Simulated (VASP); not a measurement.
Wanted: the native input for a VASP 6.6.1 run.

- Task: single point
- Functional: PBEsol
- Potentials or basis: VASP PAW PBE potentials, release 64 (Hg, Te)
- Cutoff: 520 eV
- k mesh: 14 × 14 × 14
- Occupations: gaussian, width 0.15 eV
- Spin: no spin polarisation
- Dipole correction: no
- Further INCAR settings: ALGO = Normal; EDIFF = 1e-06; NBANDS = 16

The structure of HgTe lies in POSCAR:

```
HgTe
1.0
    0.0000000000      3.1751475000      3.2235000000
    3.1751475000      0.0000000000      3.2235000000
    3.1751475000      3.1751475000      0.0000000000
Hg Te
1 1
Direct
    0.0000000000      0.0000000000      0.0000000000
    0.7500000000      0.7500000000      0.7500000000
```

This cell differs from its parent crystal: strain -0.015 along x and y, +0.000 along z.

The input as run:

INCAR

```
PREC     = Accurate       # precision mode
ENCUT    = 520            # plane-wave cutoff, eV
EDIFF    = 1E-6           # SCF threshold, eV
ISMEAR   = 0              # smearing method
SIGMA    = 0.15           # smearing width, eV
LREAL    = False          # projectors in reciprocal space
LASPH    = True           # aspherical terms in the spheres
NELM     = 80             # most SCF steps
ALGO     = Normal         # electronic algorithm
ISIF     = 2              # what is computed and relaxed
LWAVE    = False          # write WAVECAR
LCHARG   = True           # write CHGCAR
GGA      = PS             # functional
LELF     = True           # ELF
LVHAR    = True         
NBANDS   = 16             # bands
```

KPOINTS

```
regular mesh
0
Gamma
  14 14 14
```

Potentials or basis: VASP PAW PBE potentials, release 64 (Hg, Te).

Launch:

```bash
$ cat potpaw_PBE.64/Hg/POTCAR potpaw_PBE.64/Te/POTCAR > POTCAR
$ mpirun -np 1 vasp_std > vasp.out
```

Results of the run:

| Item | Value |
| --- | --- |
| Pressure | 3.0 GPa |
| Band gap on the k mesh | zero (filled and empty bands touch) |

Caveat: the cell differs from its parent crystal (strain -0.015 along x and y, +0.000 along z); the cell stands under pressure; semilocal functionals underestimate gaps, so a narrow gap can read as zero; the PAW data sets were made with another functional, which shifts forces and pressure a little; spin-orbit coupling is left out, which moves the levels of the heavy elements.

It took 96 s on 1 thread of Intel(R) Xeon(R) 6975P-C (Granite Rapids), with other jobs on the host, peak memory 0.4 GiB.
